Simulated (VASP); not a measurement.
Ge, 2 atoms in the cell. It takes space group Fd-3m (No. 227, cubic). Conventional cell: a = 5.582 Å, b = 5.582 Å, c = 5.582 Å, α = 90.00°, β = 90.00°, γ = 90.00°. Within 3.2 Å of Ge (site symmetry -43m) lie 4 Ge at 2.42 Å. 

| Property | Result |
| --- | --- |
| Program | VASP 6.6.1 |
| Task | single point |
| Functional | r2SCAN |
| Potentials or basis | VASP PAW PBE potentials, release 64 (Ge_d) |
| Cutoff | 520 eV |
| k mesh | 12 × 12 × 12 |
| Occupations | gaussian, width 0.01 eV |
| Spin | no spin polarisation |
| Dipole correction | no |
| Further INCAR settings | ALGO = Normal; EDIFF = 1e-07; NBANDS = 21 |

Potentials or basis: VASP PAW PBE potentials, release 64 (Ge_d).

Run with:

```bash
$ cat potpaw_PBE.64/Ge_d/POTCAR > POTCAR
$ cp INCAR.step1 INCAR
$ mpirun -np 1 vasp_std > vasp.out
$ cp INCAR.step2 INCAR
$ mpirun -np 1 vasp_std > vasp.out
```

Hardware: 1 thread of Intel Xeon 8259CL, with other jobs on the host.

Q: Estimate the wall time of this run.

A: Run time: 6.9 min on 1 thread of Intel Xeon 8259CL, with other jobs on the host, peak memory 0.2 GiB. Counts: k points 72.
